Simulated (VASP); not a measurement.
Set up this calculation in VASP 6.6.1, as the native input.

* Task: single point
* Functional: LDA
* Potentials or basis: VASP PAW LDA potentials, release 64 (Ag)
* Cutoff: 500 eV
* k mesh: 4 × 4 × 4
* Occupations: methfessel-paxton, width 0.02 eV
* Spin: no spin polarisation
* Dipole correction: no
* Further INCAR settings: ALGO = Normal; EDIFF = 1e-06; NBANDS = 12

The structure of Ag lies in POSCAR:

```
Ag
1.0
    3.9993700000      0.0000000000      0.0000000000
    0.0000000000      3.9993700000      0.0000000000
    0.0000000000      0.0000000000      3.9993700000
Ag
1
Direct
    0.5000000000      0.5000000000      0.5000000000
```

These files were run (other wordings do the same):

INCAR

```
SYSTEM = Ag
PREC = Accurate
ENCUT = 500
EDIFF = 1E-6
ISMEAR = 1
SIGMA = 0.02
LREAL = .FALSE.
LASPH = .TRUE.
NELM = 120
ALGO = Normal
ISIF = 2
LWAVE = .FALSE.
LCHARG = .FALSE.
GGA = CA
NBANDS = 12
GGA_COMPAT = .FALSE.
```

KPOINTS

```
Automatic mesh
0
G
  4 4 4
  0 0 0
```

Potentials or basis: VASP PAW LDA potentials, release 64 (Ag).

The run is started by

```bash
$ cat potpaw_LDA.64/Ag/POTCAR > POTCAR
$ mpirun -np 1 vasp_std > vasp.out
```

It gave:

```json
{"Pressure": "-3.8 GPa"}
```

Caveat: the k points lie up to 0.39 Å⁻¹ apart.

Run time: 7.6 s on 1 thread of Intel Xeon 8259CL (shared host), peak memory 0.14 GiB.
